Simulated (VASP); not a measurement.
Wanted: the native input for a VASP 6.6.1 run.

* Task: single point
* Functional: BLYP
* Potentials or basis: VASP PAW PBE potentials, release 64 (B, N)
* Cutoff: 600 eV
* k mesh: 1 × 3 × 3
* Occupations: gaussian, width 0.1 eV
* Spin: no spin polarisation
* Dipole correction: no
* Further INCAR settings: ALGO = Normal; EDIFF = 1e-06; NBANDS = 16; ISYM = 0

The structure of BN lies in POSCAR:

```
BN
1.0
    2.5539396017      0.0000000000      0.0000000000
   -1.2769698009      2.2117765748      0.0000000000
    0.0000000000      0.0000000000      4.2268550000
B N
2 2
Direct
    0.6666666667      0.3333333333      0.9997240000
    0.3333333333      0.6666666667      0.4997240000
    0.6666666667      0.3333333333      0.6252760000
    0.3333333333      0.6666666667      0.1252760000
```

The input as run:

INCAR

```
SYSTEM = BN
PREC = Accurate ; ENCUT = 600
EDIFF = 1E-6 ; ISMEAR = 0
SIGMA = 0.1 ; LREAL = .FALSE.
LASPH = .TRUE. ; NELM = 120
ALGO = Normal ; ISIF = 2
LWAVE = .FALSE. ; LCHARG = .FALSE.
GGA = B5 ; ALDAX = 1.0
AGGAX = 1.0 ; AGGAC = 1.0
ALDAC = 0.0 ; NBANDS = 16
ISYM = 0 ; GGA_COMPAT = .FALSE.
```

KPOINTS

```
regular mesh
0
G
  1 3 3
  0 0 0
```

Potentials or basis: VASP PAW PBE potentials, release 64 (B, N).

Run with:

```sh
$ cat potpaw_PBE.64/B/POTCAR potpaw_PBE.64/N/POTCAR > POTCAR
$ mpirun -np 1 vasp_std > vasp.out
```

It gave:

The pressure is 44.8 GPa, the largest force is 1.233 eV/Å and the band gap on the k mesh is 6.66 eV, indirect (least direct gap 7.95 eV).

Caveat: the k points lie up to 2.84 Å⁻¹ apart; the PAW data sets were made with another functional, which shifts forces and pressure a little.

Wall time 18 s on 1 thread of Intel Xeon 8259CL, with other jobs on the host, peak memory 0.13 GiB.
